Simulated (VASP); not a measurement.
# PbF2 (Fm-3m) in VASP: a series of runs, part 2 of 2

VASP 6.6.1. The steps go on from the part before.

### Step 3. Single point, HSE06

File POSCAR:

```
PbF2
1.0
    0.0000000000      2.9604388870      2.9604388870
    2.9604388870      0.0000000000      2.9604388870
    2.9604388870      2.9604388870      0.0000000000
Pb F
1 2
Direct
    0.0000000000      0.0000000000      0.0000000000
    0.2500000000      0.2500000000      0.2500000000
    0.7500000000      0.7500000000      0.7500000000
```

File INCAR.step1:

```
SYSTEM = PbF2
ALGO = Normal
EDIFF = 1E-5
ENCUT = 520
GGA = PE
GGA_COMPAT = .FALSE.
ISIF = 2
ISMEAR = 0
KPAR = 4
LASPH = .TRUE.
LCHARG = .FALSE.
LREAL = .FALSE.
LWAVE = .TRUE.
NBANDS = 21
NELM = 120
PREC = Accurate
SIGMA = 0.01
```

File INCAR.step2:

```
SYSTEM = PbF2
ALGO = Normal
EDIFF = 1E-6
ENCUT = 520
GGA = PE
GGA_COMPAT = .FALSE.
HFSCREEN = 0.2079
ISIF = 2
ISMEAR = 0
ISTART = 1
KPAR = 4
LASPH = .TRUE.
LCHARG = .FALSE.
LHFCALC = .TRUE.
LREAL = .FALSE.
LWAVE = .FALSE.
NBANDS = 21
NELM = 120
PREC = Accurate
PRECFOCK = Normal
SIGMA = 0.01
```

File KPOINTS:

```
k-points
0
G
  6 6 6
  0 0 0
```

Potentials or basis: VASP PAW PBE potentials, release 64 (Pb_d, F).

Command:

```console
$ cat potpaw_PBE.64/Pb_d/POTCAR potpaw_PBE.64/F/POTCAR > POTCAR
$ cp INCAR.step1 INCAR
$ mpirun -np 4 vasp_std > vasp.out
$ cp INCAR.step2 INCAR
$ mpirun -np 4 vasp_std > vasp.out
```

OUTCAR:

```text
SYSTEM = PbF2
   EDIFF = 1E-6
   ENCUT = 520
   GGA = PE
   HFSCREEN = 0.2079
   ISIF = 2
   ISMEAR = 0
   ISTART = 1
   LASPH = .TRUE.
   LHFCALC = .TRUE.
   LREAL = .FALSE.
   NELM = 120
   PREC = Accurate
   PRECFOCK = Normal

 ion  position               nearest neighbor table
   1  0.000  0.000  0.000-   3 2.56   3 2.56   3 2.56   2 2.56   2 2.56   2 2.56   3 2.56   2 2.56

   2  0.250  0.250  0.250-   1 2.56   1 2.56   1 2.56   1 2.56
   3  0.750  0.750  0.750-   1 2.56   1 2.56   1 2.56   1 2.56

  LATTYP: Found a face centered cubic cell.
 ALAT       =     5.9208777740

  Lattice vectors:

 A1 = (   0.0000000000,   2.9604388870,   2.9604388870)
 A2 = (   2.9604388870,   0.0000000000,   2.9604388870)
 A3 = (   2.9604388870,   2.9604388870,   0.0000000000)

Analysis of symmetry for initial positions (statically):
=====================================================================
 Subroutine PRICEL returns:
 Original cell was already a primitive cell.

 Routine SETGRP: Setting up the symmetry group for a
 face centered cubic supercell.

 Subroutine GETGRP returns: Found 48 space group operations
 (whereof 48 operations were pure point group operations)
 out of a pool of 48 trial point group operations.

The static configuration has the point symmetry O_h .

Analysis of symmetry for dynamics (positions and initial velocities):
=====================================================================
 Subroutine PRICEL returns:
 Original cell was already a primitive cell.

 Routine SETGRP: Setting up the symmetry group for a
 face centered cubic supercell.

 Subroutine GETGRP returns: Found 48 space group operations
 (whereof 48 operations were pure point group operations)
 out of a pool of 48 trial point group operations.

The dynamic configuration has the point symmetry O_h .

[... 113 lines left out ...]
  Fermi-wavevector in a.u.,A,eV,Ry     =   1.332789  2.518606 24.168391  1.776327
  Thomas-Fermi vector in A             =   2.461697
   LORBIT       =      0    0 simple, 1 ext, 2 COOP (PROOUT), +10 PAW based schemes
   GGA     = PE    functional components
   LHFCALC =     T    Hartree Fock is set to
   PRECFOCK=normal    Normal, Fast or Accurate (Low or Medium for compatibility)
   ENCUT4O =  -1.0   cutoff for four orbital integrals eV
   NKREDX  =     1    reduce k-point grid by
   NKREDY  =     1    reduce k-point grid by
   NKREDZ  =     1    reduce k-point grid by
   AEXX    =    0.2500 exact exchange contribution
   HFSCREEN=    0.2079 screening length (either q_TF or 0.3 A-1)
   HFSCREENC=   0.2079 screening length for correlation (either q_TF or 0.3 A-1)
   ENCUTFOCK=  -1.0 apply spherical cutoff to Coloumb kernel
   IVDW    =     0    specifies the selected vdW correction
   LEPSILON=     F    determine dielectric tensor
   LRPA    =     F    only Hartree local field effects (RPA)
 non-spin polarized calculation
 Gauss-broadening in eV      SIGMA  =   0.01
  energy-cutoff  :      520.00
  volume of cell :       51.89
 maximum number of plane-waves:      1411
  NGX = 24; NGY = 24; NGZ = 24

 number of electron      28.0000003 magnetization

 Free energy of the ion-electron system (eV)
  ---------------------------------------------------
  ext. energy  EPLUGINS =         0.00000000
  ---------------------------------------------------
  free energy    TOTEN  =       -17.83255706 eV

  energy without entropy =      -17.83255706  energy(sigma->0) =      -17.83255706

 E-fermi :   1.1102     XC(G=0):  -7.7485

 val. band max:        0.9726402857   @ k =  -0.3333   0.5000   0.1667
 cond. band min:       6.7253059459   @ k =   0.5000   0.5000   0.0000
 fundamental gap:      5.7526656601
 Fermi energy:         1.1102376190

 k-point     1 :       0.0000    0.0000    0.0000
  band No.  band energies     occupation
      1     -22.3399      2.00000
      2     -21.7005      2.00000
      3     -14.6264      2.00000
      4     -14.6264      2.00000
      5     -14.6264      2.00000
      6     -14.5443      2.00000
[... 373 lines left out ...]
     20      18.0327      0.00000
     21      19.3290      0.00000

------------------------ aborting loop because EDIFF is reached ----------------------------------------

  FORCE on cell =-STRESS in cart. coord.  units (eV):
  Direction    XX          YY          ZZ          XY          YZ          ZX
  --------------------------------------------------------------------------------------
  -------------------------------------------------------------------------------------
  Total        0.3498139      0.3498139      0.3498139      0.0000000      0.0000000      0.0000000
  in kB       10.8006353     10.8006353     10.8006353      0.0000000      0.0000000      0.0000000
  external PRESSURE =      10.8006353 kB  Pullay stress =       0.0000000 kB

 VOLUME and BASIS-vectors are now :
 -----------------------------------------------------------------------------
  energy-cutoff  :      520.00
  volume of cell :       51.89
      direct lattice vectors                 reciprocal lattice vectors
     0.000000000  2.960438887  2.960438887    -0.168893877  0.168893877  0.168893877
     2.960438887  0.000000000  2.960438887     0.168893877 -0.168893877  0.168893877
     2.960438887  2.960438887  0.000000000     0.168893877  0.168893877 -0.168893877

 POSITION                                       TOTAL-FORCE (eV/Angst)
 -----------------------------------------------------------------------------------
      0.00000      0.00000      0.00000        -0.000000     -0.000000     -0.000000
      1.48022      1.48022      1.48022         0.000000      0.000000      0.000000
      4.44066      4.44066      4.44066        -0.000000     -0.000000     -0.000000
 -----------------------------------------------------------------------------------
    total drift:                               -0.000000     -0.000001     -0.000000

  FREE ENERGIE OF THE ION-ELECTRON SYSTEM (eV)
  ---------------------------------------------------
  free  energy   TOTEN  =       -17.8325570573 eV

  energy  without entropy=      -17.8325570573  energy(sigma->0) =      -17.83255706
```

OUTCAR.step1:

```text
SYSTEM = PbF2
   EDIFF = 1E-5
   ENCUT = 520
   GGA = PE
   ISIF = 2
   ISMEAR = 0
[... 599 lines left out ...]
      0.00000      0.00000      0.00000         0.000000      0.000000      0.000000
      1.48022      1.48022      1.48022        -0.000000      0.000000     -0.000000
      4.44066      4.44066      4.44066         0.000000     -0.000000      0.000000
 -----------------------------------------------------------------------------------
    total drift:                                0.000000     -0.000000      0.000000

  FREE ENERGIE OF THE ION-ELECTRON SYSTEM (eV)
  ---------------------------------------------------
  free  energy   TOTEN  =       -14.3309497099 eV

  energy  without entropy=      -14.3309497099  energy(sigma->0) =      -14.33094971
```

It took 32 min on 4 MPI ranks of AMD EPYC 7R43 (Zen 3), shared host; peak memory 0.27 GiB.

Results:

```yaml
Free_energy: -17.8326 eV
Pressure: 1.1 GPa
Band_gap_on_the_k_mesh: 5.75 eV, indirect (least direct gap 5.85 eV)
```

Caveat: the PAW data sets were made with another functional, which shifts forces and pressure a little; spin-orbit coupling is left out, which moves the levels of the heavy elements. A k mesh can miss the band edges.
